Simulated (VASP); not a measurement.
# AgCl in VASP: a series of runs

Runs on AgCl. Level: PBE. Tasks: single point.

Everything below comes from runs of VASP 6.6.1. Logs are shortened: lines on timing, memory, paths and dates and some standing lists are left out, and cuts for length are marked.

## 1. The cell of the first run

The cell holds a wire or tube with vacuum around it, 2 atoms: a = 9.000 Å, b = 9.300 Å, c = 4.714 Å, α = 90.00°, β = 90.00°, γ = 90.00°.

## 2. Single point, PBE, collinear spin

The input, INCAR:

```
SYSTEM = AgCl
PREC     = Accurate       ! precision mode
ENCUT    = 520            ! plane-wave cutoff, eV
EDIFF    = 1E-6           ! SCF threshold, eV
ISMEAR   = 0              ! smearing method
SIGMA    = 0.05           ! smearing width, eV
LREAL    = .False.        ! projectors in reciprocal space
LASPH    = .True.         ! aspherical terms in the spheres
NELM     = 150            ! most SCF steps
ALGO     = Normal         ! electronic algorithm
ISIF     = 2              ! what is computed and relaxed
LWAVE    = .False.        ! write WAVECAR
LCHARG   = .False.        ! write CHGCAR
ISPIN    = 2              ! spin polarisation
MAGMOM   = 0.5 0.5        ! initial moments
LORBIT   = 11             ! projections on sites
LMAXMIX  = 4              ! l up to which the mixer works
GGA      = PE             ! functional
NBANDS   = 20             ! bands
```

The input, KPOINTS:

```
Automatic mesh
0
Gamma
  1 1 13
  0 0 0
```

The input, POSCAR:

```
AgCl
1.0
    9.0000000000      0.0000000000      0.0000000000
    0.0000000000      9.3000000000      0.0000000000
    0.0000000000      0.0000000000      4.7136611512
Ag Cl
1 1
Direct
    0.5000000000      0.5000000000      0.0000000000
    0.5000000000      0.5000000000      0.5000000000
```

Potentials or basis: VASP PAW PBE potentials, release 64 (Ag, Cl).

The run is started by

```console
$ cat potpaw_PBE.64/Ag/POTCAR potpaw_PBE.64/Cl/POTCAR > POTCAR
$ mpirun -np 1 vasp_std > vasp.out
```

OUTCAR:

```text
SYSTEM = AgCl
   PREC = Accurate
   ENCUT = 520
   EDIFF = 1E-6
   ISMEAR = 0
   LREAL = .False.
   LASPH = .True.
   NELM = 150
   ISIF = 2
   ISPIN = 2
   LORBIT = 11
   GGA = PE

 ion  position               nearest neighbor table
   1  0.500  0.500  0.000-   2 2.36   2 2.36
   2  0.500  0.500  0.500-   1 2.36   1 2.36

  LATTYP: Found a simple orthorhombic cell.
 ALAT       =     4.7136611512
 B/A-ratio  =     1.9093438648
 C/A-ratio  =     1.9729886603

  Lattice vectors:

 A1 = (   0.0000000000,   0.0000000000,   4.7136611512)
 A2 = (   9.0000000000,   0.0000000000,   0.0000000000)
 A3 = (   0.0000000000,   9.3000000000,   0.0000000000)

Analysis of symmetry for initial positions (statically):
=====================================================================
 Subroutine PRICEL returns:
 Original cell was already a primitive cell.

 Routine SETGRP: Setting up the symmetry group for a
 simple orthorhombic supercell.

 Subroutine GETGRP returns: Found  8 space group operations
 (whereof  8 operations were pure point group operations)
 out of a pool of  8 trial point group operations.

The static configuration has the point symmetry D_2h.

Analysis of symmetry for dynamics (positions and initial velocities):
=====================================================================
 Subroutine PRICEL returns:
 Original cell was already a primitive cell.

 Routine SETGRP: Setting up the symmetry group for a
 simple orthorhombic supercell.

 Subroutine GETGRP returns: Found  8 space group operations
 (whereof  8 operations were pure point group operations)
 out of a pool of  8 trial point group operations.

The dynamic configuration has the point symmetry D_2h.

Analysis of structural, dynamic, and magnetic symmetry:
=====================================================================
 Subroutine PRICEL returns:
 Original cell was already a primitive cell.

 Routine SETGRP: Setting up the symmetry group for a
 simple orthorhombic supercell.

 Subroutine GETGRP returns: Found  8 space group operations
 (whereof  8 operations were pure point group operations)
 out of a pool of  8 trial point group operations.

The overall configuration has the point symmetry D_2h.

 Subroutine INISYM returns: Found  8 space group operations
 (whereof  8 operations are pure point group operations),
 and found     1 'primitive' translations

----------------------------------------------------------------------------------------

                                     Primitive cell

  volume of cell :     394.5334

  direct lattice vectors                    reciprocal lattice vectors
     9.000000000  0.000000000  0.000000000     0.111111111  0.000000000  0.000000000
     0.000000000  9.300000000  0.000000000     0.000000000  0.107526882  0.000000000
     0.000000000  0.000000000  4.713661151     0.000000000  0.000000000  0.212149318

  length of vectors
     9.000000000  9.300000000  4.713661151     0.111111111  0.107526882  0.212149318

  position of ions in fractional coordinates (direct lattice)
     0.500000000  0.500000000  0.000000000
     0.500000000  0.500000000  0.500000000

  ion indices of the primitive-cell ions
   primitive index   ion index
                 1           1
                 2           2

----------------------------------------------------------------------------------------

 KPOINTS: Automatic mesh

Automatic generation of k-mesh.
 Grid dimensions read from file:
 generate k-points for:    1    1   13

 Generating k-lattice:

  Cartesian coordinates                     Fractional coordinates (reciprocal lattice)
     0.111111111  0.000000000  0.000000000     1.000000000  0.000000000  0.000000000
     0.000000000  0.107526882  0.000000000     0.000000000  1.000000000  0.000000000
     0.000000000  0.000000000  0.016319178     0.000000000  0.000000000  0.076923077

  Length of vectors
     0.111111111  0.107526882  0.016319178

  Shift w.r.t. Gamma in fractional coordinates (k-lattice)
     0.000000000  0.000000000  0.000000000

 Subroutine IBZKPT returns following result:
 ===========================================

 Found      7 irreducible k-points:

 Following reciprocal coordinates:
            Coordinates               Weight
  0.000000  0.000000  0.000000      1.000000
  0.000000  0.000000  0.076923      2.000000
  0.000000  0.000000  0.153846      2.000000
  0.000000  0.000000  0.230769      2.000000
  0.000000  0.000000  0.307692      2.000000
  0.000000  0.000000  0.384615      2.000000
  0.000000  0.000000  0.461538      2.000000
   k-points           NKPTS =      7   k-points in BZ     NKDIM =      7   number of bands    NBANDS=     20
   number of dos      NEDOS =    301   number of ions     NIONS =      2
   total plane-waves  NPLWV = 176400
   dimension x,y,z NGX =    70 NGY =   70 NGZ =   36
   dimension x,y,z NGXF=   140 NGYF=  140 NGZF=   72
   ions per type =               1   1
   NGX,Y,Z   is equivalent  to a cutoff of  12.93, 12.51, 12.70 a.u.
   NGXF,Y,Z  is equivalent  to a cutoff of  25.86, 25.03, 25.39 a.u.
 SYSTEM =  AgCl
   PREC   = accura    normal or accurate (medium, high low for compatibility)
   ISTART =      0    job   : 0-new  1-cont  2-samecut
   ICHARG =      2    charge: 1-file 2-atom 10-const
   ISPIN  =      2    spin polarized calculation?
   LNONCOLLINEAR =      F non collinear calculations
   LSORBIT =      F    spin-orbit coupling
   LASPH  =      T    aspherical Exc in radial PAW
   ENCUT  =  520.0 eV  38.22 Ry    6.18 a.u.  16.73 17.29  8.76*2*pi/ulx,y,z
   NELM   =    150;   NELMIN=  2; NELMDL= -5     # of ELM steps
   EDIFF  = 0.1E-05   stopping-criterion for ELM
   LREAL  =      F    real-space projection
   EDIFFG = 0.1E-04   stopping-criterion for IOM
   NSW    =      0    number of steps for IOM
   IBRION =     -1    ionic relax: 0-MD 1-quasi-New 2-CG
   NFREE  =      0    steps in history (QN), initial steepest desc. (CG)
   ISIF   =      2    stress and relaxation
   ISYM   =      2    0-nonsym 1-usesym 2-fastsym
   POTIM  = 0.5000    time-step for ionic-motion
   TEBEG  =    0.0;   TEEND  =   0.0 temperature during run
   PSTRESS=    0.0 pullay stress
   NELECT =      18.0000    total number of electrons
   NUPDOWN=      -1.0000    fix difference up-down
   EMIN   =  10.00;   EMAX   =-10.00  energy-range for DOS
   EFERMI =   0.00;   METHOD = LEGACY
   ISMEAR =     0;   SIGMA  =   0.05  broadening in eV -4-tet -1-fermi 0-gaus
   EFERMI_NEDOS =   21; number of points for ismear=-14 and -15
   IALGO  =     38    algorithm
   IMIX   =      4    mixing-type and parameters
     AMIX     =   0.40;   BMIX     =  1.00
     AMIX_MAG =   1.60;   BMIX_MAG =  1.00
  volume/ion in A,a.u.               =     197.27      1331.22
  Fermi-wavevector in a.u.,A,eV,Ry     =   0.584976  1.105444  4.655865  0.342196
  Thomas-Fermi vector in A             =   1.630883
   LORBIT       =     11    0 simple, 1 ext, 2 COOP (PROOUT), +10 PAW based schemes
   GGA     = PE    functional components
   LHFCALC =     F    Hartree Fock is set to
   AEXX    =    0.0000 exact exchange contribution
   IVDW    =     0    specifies the selected vdW correction
   LEPSILON=     F    determine dielectric tensor
   LRPA    =     F    only Hartree local field effects (RPA)
 spin polarized calculation
 Gauss-broadening in eV      SIGMA  =   0.05
  energy-cutoff  :      520.00
  volume of cell :      394.53
 maximum number of plane-waves:     10655
 NGX is ok and might be reduce to    70
   NGX = 33   NGY = 35   NGZ = 17

 number of electron      18.0000000 magnetization       0.0000361

 number of electron      18.0000000 magnetization      -0.0000075

 Free energy of the ion-electron system (eV)
  ---------------------------------------------------
  ext. energy  EPLUGINS =         0.00000000
  ---------------------------------------------------
  free energy    TOTEN  =        -5.01874706 eV

  energy without entropy =       -5.01874706  energy(sigma->0) =       -5.01874706

 E-fermi :  -5.2712     XC(G=0):  -2.0519

 val. band max:       -5.5231014350   @ k =   0.0000   0.0000   0.4615
 cond. band min:      -2.5636627676   @ k =   0.0000   0.0000   0.0000
 fundamental gap:      2.9594386673
 Fermi energy:        -5.2712453794

 spin component 1

 k-point     1 :       0.0000    0.0000    0.0000
  band No.  band energies     occupation
      1     -19.1753      1.00000
      2      -8.0525      1.00000
      3      -7.4837      1.00000
      4      -7.4837      1.00000
      5      -7.2367      1.00000
      6      -7.2305      1.00000
[... 12 lines left out ...]
     19       5.0530      0.00000
     20       5.3703      0.00000
[... 116 lines left out ...]
 k-point     7 :       0.0000    0.0000    0.4615
  band No.  band energies     occupation
      1     -18.9172      1.00000
      2     -10.5652      1.00000
      3      -8.3050      1.00000
      4      -8.3050      1.00000
      5      -7.2233      1.00000
      6      -7.2232      1.00000
[... 12 lines left out ...]
     19       3.9466      0.00000
     20       4.0751      0.00000
 Fermi energy:        -5.2712453794

 spin component 2

 k-point     1 :       0.0000    0.0000    0.0000
  band No.  band energies     occupation
      1     -19.1753      1.00000
      2      -8.0525      1.00000
      3      -7.4837      1.00000
      4      -7.4837      1.00000
      5      -7.2367      1.00000
      6      -7.2305      1.00000
[... 12 lines left out ...]
     19       5.0544      0.00000
     20       5.3703      0.00000
[... 116 lines left out ...]
 k-point     7 :       0.0000    0.0000    0.4615
  band No.  band energies     occupation
      1     -18.9172      1.00000
      2     -10.5652      1.00000
      3      -8.3050      1.00000
      4      -8.3050      1.00000
      5      -7.2233      1.00000
      6      -7.2232      1.00000
[... 12 lines left out ...]
     19       3.9761      0.00000
     20       4.0762      0.00000

------------------------ aborting loop because EDIFF is reached ----------------------------------------

  FORCE on cell =-STRESS in cart. coord.  units (eV):
  Direction    XX          YY          ZZ          XY          YZ          ZX
  --------------------------------------------------------------------------------------
  -------------------------------------------------------------------------------------
  Total       -0.0185675     -0.0193038     -0.1061576      0.0000000      0.0000000      0.0000000
  in kB       -0.0754014     -0.0783916     -0.4311000      0.0000000      0.0000000      0.0000000
  external PRESSURE =      -0.1949643 kB  Pullay stress =       0.0000000 kB

 VOLUME and BASIS-vectors are now :
 -----------------------------------------------------------------------------
  energy-cutoff  :      520.00
  volume of cell :      394.53
      direct lattice vectors                 reciprocal lattice vectors
     9.000000000  0.000000000  0.000000000     0.111111111  0.000000000  0.000000000
     0.000000000  9.300000000  0.000000000     0.000000000  0.107526882  0.000000000
     0.000000000  0.000000000  4.713661151     0.000000000  0.000000000  0.212149318

 POSITION                                       TOTAL-FORCE (eV/Angst)
 -----------------------------------------------------------------------------------
      4.50000      4.65000      0.00000         0.000000      0.000000      0.000000
      4.50000      4.65000      2.35683         0.000000      0.000000      0.000000
 -----------------------------------------------------------------------------------
    total drift:                                0.000000      0.000000      0.000000

  FREE ENERGIE OF THE ION-ELECTRON SYSTEM (eV)
  ---------------------------------------------------
  free  energy   TOTEN  =        -5.0187470580 eV

  energy  without entropy=       -5.0187470580  energy(sigma->0) =       -5.01874706

 total charge

# of ion       s       p       d       tot
------------------------------------------
    1        0.291   0.162   9.316   9.769
    2        1.580   3.530   0.000   5.109
--------------------------------------------------
tot          1.871   3.691   9.316  14.878

 magnetization (x)

# of ion       s       p       d       tot
------------------------------------------
    1       -0.000  -0.000   0.000   0.000
    2        0.000   0.000   0.000   0.000
--------------------------------------------------
tot         -0.000   0.000   0.000   0.000
```

Wall time 5.4 min (1 thread of Intel Xeon Platinum 8259CL at 2.50GHz (Skylake/Cascade Lake), shared host); peak memory 0.58 GiB.

Results:

| Item | Value |
| --- | --- |
| Free energy | -5.0187 eV |
| Band gap on the k mesh | 2.96 eV (least direct gap 4.29 eV) |
| Net moment | 0.00 μB per cell |
| Valence electrons inside the program's atomic spheres | Ag 9.77; Cl 5.11 |

[end of part 1 of 2]
